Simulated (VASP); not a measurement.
# BiAs (CsCl type) (Pm-3m) in VASP: a series of runs

BiAs (CsCl type) is run at these levels: PBEsol; tasks: density of states.

All numbers are computed with VASP 6.6.1; they aren't measurements. Logs are shortened: lines on timing, memory, paths and dates and some standing lists are left out, and cuts for length are marked.

## (1) The cell of the first run

It takes space group Pm-3m (No. 221, cubic). Conventional cell: a = 2.781 Å, b = 2.781 Å, c = 2.781 Å, α = 90.00°, β = 90.00°, γ = 90.00°. Within 3.2 Å of Bi (site symmetry m-3m) lie 8 As at 2.41 Å and 6 Bi at 2.78 Å. As (site symmetry m-3m) has 8 Bi at 2.41 Å and 6 As at 2.78 Å within 3.2 Å.

## (2) Density of states, PBEsol (volume scaled by 0.45)

POSCAR reads:

```
BiAs
1.0
    2.7814990320      0.0000000000      0.0000000000
    0.0000000000      2.7814990320      0.0000000000
    0.0000000000      0.0000000000      2.7814990320
Bi As
1 1
Direct
    0.0000000000      0.0000000000      0.0000000000
    0.5000000000      0.5000000000      0.5000000000
```

INCAR.step1 reads:

```
PREC     = Accurate       # precision mode
ENCUT    = 520            # plane-wave cutoff, eV
EDIFF    = 1E-6           # SCF threshold, eV
ISMEAR   = -1             # smearing method
SIGMA    = 0.08           # smearing width, eV
LREAL    = F              # projectors in reciprocal space
LASPH    = T              # aspherical terms in the spheres
NELM     = 60             # most SCF steps
ALGO     = Normal         # electronic algorithm
ISIF     = 2              # what is computed and relaxed
LWAVE    = F              # write WAVECAR
LCHARG   = T              # write CHGCAR
GGA      = PS             # functional
NBANDS   = 17             # bands
```

KPOINTS.step1 reads:

```
regular mesh
0
Gamma
  12 12 12
```

INCAR.step2 reads:

```
PREC     = Accurate       # precision mode
ENCUT    = 520            # plane-wave cutoff, eV
EDIFF    = 1E-6           # SCF threshold, eV
ISMEAR   = -5             # smearing method
SIGMA    = 0.08           # smearing width, eV
LREAL    = F              # projectors in reciprocal space
LASPH    = T              # aspherical terms in the spheres
NELM     = 60             # most SCF steps
ALGO     = Normal         # electronic algorithm
ISIF     = 2              # what is computed and relaxed
LWAVE    = F              # write WAVECAR
LCHARG   = F              # write CHGCAR
GGA      = PS             # functional
LORBIT   = 11             # projections on sites
NBANDS   = 17             # bands
NEDOS    = 2001           # points of the DOS
ICHARG   = 11             # starting density
```

KPOINTS.step2 reads:

```
regular mesh
0
Gamma
  18 18 18
```

Potentials or basis: VASP PAW PBE potentials, release 64 (Bi_d, As).

The run is started by

```console
cat potpaw_PBE.64/Bi_d/POTCAR potpaw_PBE.64/As/POTCAR > POTCAR
cp INCAR.step1 INCAR
cp KPOINTS.step1 KPOINTS
mpirun -np 1 vasp_std > vasp.out
cp INCAR.step2 INCAR
cp KPOINTS.step2 KPOINTS
mpirun -np 1 vasp_std > vasp.out
```

OUTCAR:

```text
PREC = Accurate
   ENCUT = 520
   EDIFF = 1E-6
   ISMEAR = -5
   LREAL = F
   LASPH = T
   NELM = 60
   ISIF = 2
   GGA = PS
   LORBIT = 11
   ICHARG = 11

 ion  position               nearest neighbor table
   1  0.000  0.000  0.000-   2 2.41   2 2.41   2 2.41   2 2.41   2 2.41   2 2.41   2 2.41   2 2.41

   2  0.500  0.500  0.500-   1 2.41   1 2.41   1 2.41   1 2.41   1 2.41   1 2.41   1 2.41   1 2.41

  LATTYP: Found a simple cubic cell.
 ALAT       =     2.7814990320

  Lattice vectors:

 A1 = (   2.7814990320,   0.0000000000,   0.0000000000)
 A2 = (   0.0000000000,   2.7814990320,   0.0000000000)
 A3 = (   0.0000000000,   0.0000000000,   2.7814990320)

Analysis of symmetry for initial positions (statically):
=====================================================================
 Subroutine PRICEL returns:
 Original cell was already a primitive cell.

 Routine SETGRP: Setting up the symmetry group for a
 simple cubic supercell.

 Subroutine GETGRP returns: Found 48 space group operations
 (whereof 48 operations were pure point group operations)
 out of a pool of 48 trial point group operations.

The static configuration has the point symmetry O_h .

Analysis of symmetry for dynamics (positions and initial velocities):
=====================================================================
 Subroutine PRICEL returns:
 Original cell was already a primitive cell.

 Routine SETGRP: Setting up the symmetry group for a
 simple cubic supercell.

 Subroutine GETGRP returns: Found 48 space group operations
 (whereof 48 operations were pure point group operations)
 out of a pool of 48 trial point group operations.

The dynamic configuration has the point symmetry O_h .

 Subroutine INISYM returns: Found 48 space group operations
 (whereof 48 operations are pure point group operations),
 and found     1 'primitive' translations

----------------------------------------------------------------------------------------

                                     Primitive cell

  volume of cell :      21.5197

  direct lattice vectors                    reciprocal lattice vectors
     2.781499032  0.000000000  0.000000000     0.359518371  0.000000000  0.000000000
     0.000000000  2.781499032  0.000000000     0.000000000  0.359518371  0.000000000
     0.000000000  0.000000000  2.781499032     0.000000000  0.000000000  0.359518371

  length of vectors
     2.781499032  2.781499032  2.781499032     0.359518371  0.359518371  0.359518371

  position of ions in fractional coordinates (direct lattice)
     0.000000000  0.000000000  0.000000000
     0.500000000  0.500000000  0.500000000

  ion indices of the primitive-cell ions
   primitive index   ion index
                 1           1
                 2           2

----------------------------------------------------------------------------------------

 KPOINTS: regular mesh

Automatic generation of k-mesh.
 Grid dimensions read from file:
 generate k-points for:   18   18   18

 Generating k-lattice:

  Cartesian coordinates                     Fractional coordinates (reciprocal lattice)
     0.019973243  0.000000000  0.000000000     0.055555556  0.000000000  0.000000000
     0.000000000  0.019973243  0.000000000     0.000000000  0.055555556  0.000000000
     0.000000000  0.000000000  0.019973243     0.000000000  0.000000000  0.055555556

  Length of vectors
     0.019973243  0.019973243  0.019973243

  Shift w.r.t. Gamma in fractional coordinates (k-lattice)
     0.000000000  0.000000000  0.000000000

 TETIRR: Found   2900 inequivalent tetrahedra from    34992

 Subroutine IBZKPT returns following result:
 ===========================================

 Found    220 irreducible k-points:

 Following reciprocal coordinates:
            Coordinates               Weight
  0.000000  0.000000  0.000000      1.000000
  0.055556  0.000000  0.000000      6.000000
  0.111111  0.000000  0.000000      6.000000
  0.166667  0.000000  0.000000      6.000000
  0.222222  0.000000  0.000000      6.000000
  0.277778  0.000000  0.000000      6.000000
[... 16 lines left out ...]
  0.277778  0.111111  0.000000     24.000000
  0.333333  0.111111  0.000000     24.000000
 [... further k-points ...]
   k-points           NKPTS =    220   k-points in BZ     NKDIM =    220   number of bands    NBANDS=     17
   number of dos      NEDOS =   2001   number of ions     NIONS =      2
   total plane-waves  NPLWV =  13824
   dimension x,y,z NGX =    24 NGY =   24 NGZ =   24
   dimension x,y,z NGXF=    48 NGYF=   48 NGZF=   48
   ions per type =               1   1
   NGX,Y,Z   is equivalent  to a cutoff of  14.34, 14.34, 14.34 a.u.
   NGXF,Y,Z  is equivalent  to a cutoff of  28.69, 28.69, 28.69 a.u.
 SYSTEM =  unknown system
   PREC   = accura    normal or accurate (medium, high low for compatibility)
   ISTART =      0    job   : 0-new  1-cont  2-samecut
   ICHARG =     11    charge: 1-file 2-atom 10-const
   ISPIN  =      1    spin polarized calculation?
   LNONCOLLINEAR =      F non collinear calculations
   LSORBIT =      F    spin-orbit coupling
   LASPH  =      T    aspherical Exc in radial PAW
   ENCUT  =  520.0 eV  38.22 Ry    6.18 a.u.   5.17  5.17  5.17*2*pi/ulx,y,z
   NELM   =     60;   NELMIN=  2; NELMDL=  0     # of ELM steps
   EDIFF  = 0.1E-05   stopping-criterion for ELM
   LREAL  =      F    real-space projection
   EDIFFG = 0.1E-04   stopping-criterion for IOM
   NSW    =      0    number of steps for IOM
   IBRION =     -1    ionic relax: 0-MD 1-quasi-New 2-CG
   NFREE  =      0    steps in history (QN), initial steepest desc. (CG)
   ISIF   =      2    stress and relaxation
   ISYM   =      2    0-nonsym 1-usesym 2-fastsym
   POTIM  = 0.5000    time-step for ionic-motion
   TEBEG  =    0.0;   TEEND  =   0.0 temperature during run
   PSTRESS=    0.0 pullay stress
   NELECT =      20.0000    total number of electrons
   NUPDOWN=      -1.0000    fix difference up-down
   EMIN   =  10.00;   EMAX   =-10.00  energy-range for DOS
   EFERMI =   0.00;   METHOD = LEGACY
   ISMEAR =    -5;   SIGMA  =   0.08  broadening in eV -4-tet -1-fermi 0-gaus
   EFERMI_NEDOS =   21; number of points for ismear=-14 and -15
   IALGO  =     38    algorithm
   IMIX   =      4    mixing-type and parameters
     AMIX     =   0.40;   BMIX     =  1.00
     AMIX_MAG =   1.60;   BMIX_MAG =  1.00
  volume/ion in A,a.u.               =      10.76        72.61
  Fermi-wavevector in a.u.,A,eV,Ry     =   1.597617  3.019058 34.727225  2.552379
  Thomas-Fermi vector in A             =   2.695195
   LORBIT       =     11    0 simple, 1 ext, 2 COOP (PROOUT), +10 PAW based schemes
   GGA     = PS    functional components
   LHFCALC =     F    Hartree Fock is set to
   AEXX    =    0.0000 exact exchange contribution
   IVDW    =     0    specifies the selected vdW correction
   LEPSILON=     F    determine dielectric tensor
   LRPA    =     F    only Hartree local field effects (RPA)
 non-spin polarized calculation
 Fermi weights with tetrahedron method with Bloechl corrections
  energy-cutoff  :      520.00
  volume of cell :       21.52
 maximum number of plane-waves:       597
 NGX is ok and might be reduce to    24

 number of electron      19.9999994 magnetization

 Free energy of the ion-electron system (eV)
  ---------------------------------------------------
  ext. energy  EPLUGINS =         0.00000000
  ---------------------------------------------------
  free energy    TOTEN  =         5.44191550 eV

  energy without entropy =        5.44191550  energy(sigma->0) =        5.44191550

 E-fermi :  22.7235     XC(G=0): -15.0788

 val. band max:       22.8349736795   @ k =   0.2778   0.2222   0.2222
 cond. band min:      22.6955365185   @ k =   0.2778   0.2222   0.0000
 fundamental gap:     -0.1394371610
 Fermi energy:        22.7234594442

 k-point     1 :       0.0000    0.0000    0.0000
  band No.  band energies     occupation
      1      -3.7985      2.00000
      2      -3.7985      2.00000
      3      -2.3689      2.00000
      4      -2.3689      2.00000
      5      -2.3689      2.00000
      6      -2.3590      2.00000
[... 9 lines left out ...]
     16      38.5701      0.00000
     17      38.5701      0.00000

 k-point     2 :       0.0556    0.0000    0.0000
  band No.  band energies     occupation
      1      -3.7953      2.00000
      2      -3.7700      2.00000
      3      -2.3870      2.00000
      4      -2.3870      2.00000
      5      -2.3680      2.00000
      6      -2.2886      2.00000
[... 9 lines left out ...]
     16      37.8124      0.00000
     17      37.8290      0.00000

 k-point     3 :       0.1111    0.0000    0.0000
  band No.  band energies     occupation
      1      -3.7861      2.00000
      2      -3.6914      2.00000
      3      -2.4385      2.00000
      4      -2.4385      2.00000
      5      -2.3655      2.00000
      6      -2.0728      2.00000
[... 9 lines left out ...]
     16      36.3027      0.00000
     17      36.9772      0.00000

 k-point     4 :       0.1667    0.0000    0.0000
  band No.  band energies     occupation
      1      -3.7721      2.00000
      2      -3.5805      2.00000
      3      -2.5164      2.00000
      4      -2.5164      2.00000
      5      -2.3617      2.00000
      6      -1.7014      2.00000
[... 9 lines left out ...]
     16      34.6193      0.00000
     17      36.9165      0.00000
[... 343 lines left out ...]
      1      -3.6797      2.00000
      2      -3.3762      2.00000
      3      -2.7477      2.00000
      4      -2.6030      2.00000
      5      -2.4162      2.00000
      6      -0.8504      2.00000
[... 9 lines left out ...]
     16      35.2917      0.00000
     17      35.9665      0.00000

 k-point    23 :       0.2778    0.1111    0.0000
  band No.  band energies     occupation
      1      -3.6581      2.00000
      2      -3.2438      2.00000
      3      -2.8528      2.00000
      4      -2.6970      2.00000
      5      -2.4093      2.00000
      6      -0.1601      2.00000
[... 9 lines left out ...]
     16      35.1765      0.00000
     17      35.7586      0.00000

 k-point    24 :       0.3333    0.1111    0.0000
  band No.  band energies     occupation
      1      -3.6384      2.00000
      2      -3.1270      2.00000
      3      -2.9471      2.00000
      4      -2.7839      2.00000
      5      -2.4026      2.00000
      6       0.6857      2.00000
[... 9 lines left out ...]
     16      36.0511      0.00000
     17      36.1739      0.00000

 [... further k-points ...]

------------------------ aborting loop because EDIFF is reached ----------------------------------------

  FORCE on cell =-STRESS in cart. coord.  units (eV):
  Direction    XX          YY          ZZ          XY          YZ          ZX
  --------------------------------------------------------------------------------------
  -------------------------------------------------------------------------------------
  Total       49.1124280     49.1124280     49.1124280      0.0000000     -0.0000000      0.0000000
  in kB     3656.4972270   3656.4972270   3656.4972270      0.0000000     -0.0000000      0.0000000
  external PRESSURE =    3656.4972270 kB  Pullay stress =       0.0000000 kB

 VOLUME and BASIS-vectors are now :
 -----------------------------------------------------------------------------
  energy-cutoff  :      520.00
  volume of cell :       21.52
      direct lattice vectors                 reciprocal lattice vectors
     2.781499032  0.000000000  0.000000000     0.359518371  0.000000000  0.000000000
     0.000000000  2.781499032  0.000000000     0.000000000  0.359518371  0.000000000
     0.000000000  0.000000000  2.781499032     0.000000000  0.000000000  0.359518371

 POSITION                                       TOTAL-FORCE (eV/Angst)
 -----------------------------------------------------------------------------------
      0.00000      0.00000      0.00000         0.000000      0.000000      0.000000
      1.39075      1.39075      1.39075         0.000000      0.000000      0.000000
 -----------------------------------------------------------------------------------
    total drift:                                0.000000      0.000000      0.000000

  FREE ENERGIE OF THE ION-ELECTRON SYSTEM (eV)
  ---------------------------------------------------
  free  energy   TOTEN  =         5.4419154983 eV

  energy  without entropy=        5.4419154983  energy(sigma->0) =        5.44191550

 total charge

# of ion       s       p       d       tot
------------------------------------------
    1        1.586   2.094  10.458  14.139
    2        1.356   2.019   0.298   3.673
--------------------------------------------------
tot          2.942   4.114  10.756  17.812
```

Wall time 48 s (1 thread of Intel Xeon Platinum 8259CL at 2.50GHz (Skylake/Cascade Lake), shared host); peak memory 0.2 GiB.

What came out:

```
Valence electrons inside the program's atomic spheres : Bi 14.14; As 3.67
```

Levels at points of the mesh, in eV from the Fermi level:
| k point | band 6 | band 7 | band 8 | band 9 | band 10 | band 11 | band 12 | band 13 | band 14 | band 15 |
| --- | --- | --- | --- | --- | --- | --- | --- | --- | --- | --- |
| (0.00, 0.00, 0.00) | -25.08 | -5.41 | -5.41 | -5.41 | -2.03 | 2.38 | 2.38 | 11.97 | 11.97 | 11.97 |
| (0.50, 0.00, 0.00) | -19.18 | -18.76 | 0.93 | 0.93 | 1.62 | 1.87 | 1.87 | 2.09 | 3.60 | 8.92 |
| (0.50, 0.50, 0.00) | -13.68 | -13.68 | -13.07 | -11.93 | 0.74 | 4.70 | 4.70 | 7.95 | 9.34 | 10.83 |
| (0.50, 0.50, 0.50) | -10.97 | -8.21 | -7.39 | -7.39 | -7.39 | -6.12 | -6.12 | -6.12 | 20.95 | 20.95 |

Caveat: the cell differs from its parent crystal (volume scaled by 0.45); the PAW data sets were made with another functional, which shifts forces and pressure a little; spin-orbit coupling is left out, which moves the levels of the heavy elements; tetrahedron occupations give inexact forces and stress in metals.

## (3) Density of states, PBEsol (volume scaled by 0.52)

POSCAR reads:

```
BiAs
1.0
    2.9188326106      0.0000000000      0.0000000000
    0.0000000000      2.9188326106      0.0000000000
    0.0000000000      0.0000000000      2.9188326106
Bi As
1 1
Direct
    0.0000000000      0.0000000000      0.0000000000
    0.5000000000      0.5000000000      0.5000000000
```

INCAR.step1 reads:

```
PREC = Accurate ; ENCUT = 520
EDIFF = 1E-6 ; ISMEAR = -1
SIGMA = 0.08 ; LREAL = F
LASPH = T ; NELM = 100
ALGO = Normal ; ISIF = 2
LWAVE = F ; LCHARG = T
GGA = PS ; NBANDS = 17
```

KPOINTS.step1 is that of step 2.

INCAR.step2 reads:

```
PREC = Accurate ; ENCUT = 520
EDIFF = 1E-6 ; ISMEAR = -5
SIGMA = 0.08 ; LREAL = F
LASPH = T ; NELM = 100
ALGO = Normal ; ISIF = 2
LWAVE = F ; LCHARG = F
GGA = PS ; LORBIT = 11
NEDOS = 1001 ; ICHARG = 11
```

KPOINTS.step2 is that of step 2.

Potentials or basis: VASP PAW PBE potentials, release 64 (Bi_d, As).

The run is started by

```console
cat potpaw_PBE.64/Bi_d/POTCAR potpaw_PBE.64/As/POTCAR > POTCAR
cp INCAR.step1 INCAR
cp KPOINTS.step1 KPOINTS
mpirun -np 1 vasp_std > vasp.out
cp INCAR.step2 INCAR
cp KPOINTS.step2 KPOINTS
mpirun -np 1 vasp_std > vasp.out
```

Wall time 46 s (1 thread of Intel Xeon Platinum 8259CL at 2.50GHz (Skylake/Cascade Lake), shared host); peak memory 0.2 GiB.

It converged, with:

```yaml
Valence_electrons_inside_the_program's_atomic_spheres: Bi 13.69; As 3.36
```

Levels at points of the mesh, in eV from the Fermi level:
| k point | band 8 | band 9 | band 10 | band 11 | band 12 | band 13 |
| --- | --- | --- | --- | --- | --- | --- |
| (0.00, 0.00, 0.00) | -4.56 | -4.56 | -3.40 | 2.58 | 2.58 | 12.54 |
| (0.50, 0.00, 0.00) | 0.68 | 0.68 | 1.66 | 1.95 | 1.95 | 2.63 |
| (0.50, 0.50, 0.00) | -11.84 | -11.68 | 0.91 | 5.04 | 5.04 | 6.80 |
| (0.50, 0.50, 0.50) | -6.30 | -6.30 | -6.30 | -5.55 | -5.55 | -5.55 |

Caveat: the cell differs from its parent crystal (volume scaled by 0.52); the PAW data sets were made with another functional, which shifts forces and pressure a little; spin-orbit coupling is left out, which moves the levels of the heavy elements; tetrahedron occupations give inexact forces and stress in metals.

## (4) Density of states, PBEsol

This run uses another cell than the first one, of 23.91 Å³/atom, 2.222 times its volume.

POSCAR reads:

```
BiAs
1.0
    3.6297335181      0.0000000000      0.0000000000
    0.0000000000      3.6297335181      0.0000000000
    0.0000000000      0.0000000000      3.6297335181
Bi As
1 1
Direct
    0.0000000000      0.0000000000      0.0000000000
    0.5000000000      0.5000000000      0.5000000000
```

INCAR.step1 reads:

```
SYSTEM = BiAs
ALGO = Normal
EDIFF = 1E-7
ENCUT = 520
GGA = PS
ISIF = 2
ISMEAR = -1
LASPH = .TRUE.
LCHARG = .TRUE.
LREAL = .FALSE.
LWAVE = .FALSE.
NBANDS = 17
NELM = 60
PREC = Accurate
SIGMA = 0.08
```

KPOINTS.step1 reads:

```
k-points
0
G
  12 12 12
  0 0 0
```

INCAR.step2 reads:

```
SYSTEM = BiAs
ALGO = Normal
EDIFF = 1E-7
ENCUT = 520
GGA = PS
ICHARG = 11
ISIF = 2
ISMEAR = -5
LASPH = .TRUE.
LCHARG = .FALSE.
LORBIT = 10
LREAL = .FALSE.
LWAVE = .FALSE.
NEDOS = 1001
NELM = 60
PREC = Accurate
SIGMA = 0.08
```

KPOINTS.step2 reads:

```
k-points
0
G
  18 18 18
  0 0 0
```

The run is started by

```console
cat potpaw_PBE.64/Bi_d/POTCAR potpaw_PBE.64/As/POTCAR > POTCAR
cp INCAR.step1 INCAR
cp KPOINTS.step1 KPOINTS
mpirun -np 1 vasp_std > vasp.out
cp INCAR.step2 INCAR
cp KPOINTS.step2 KPOINTS
mpirun -np 1 vasp_std > vasp.out
```

Wall time 98 s (1 thread of Intel Xeon Platinum 8259CL at 2.50GHz (Skylake/Cascade Lake), shared host); peak memory 0.28 GiB.

Results (log left out):

```
Valence electrons inside the program's atomic spheres : Bi 12.70; As 2.67
```

Levels at points of the mesh, in eV from the Fermi level:
```tsv
k point	band 8	band 9	band 10	band 11	band 12	band 13
(0.00, 0.00, 0.00)	-1.97	-1.97	-1.97	3.81	3.81	5.97
(0.50, 0.00, 0.00)	-0.53	-0.37	0.39	0.39	1.64	1.64
(0.50, 0.50, 0.00)	-5.78	-5.78	0.92	3.18	3.99	3.99
(0.50, 0.50, 0.50)	-2.70	-2.70	-2.70	-2.65	-2.65	-2.65
```

Caveat: the PAW data sets were made with another functional, which shifts forces and pressure a little; spin-orbit coupling is left out, which moves the levels of the heavy elements; tetrahedron occupations give inexact forces and stress in metals.
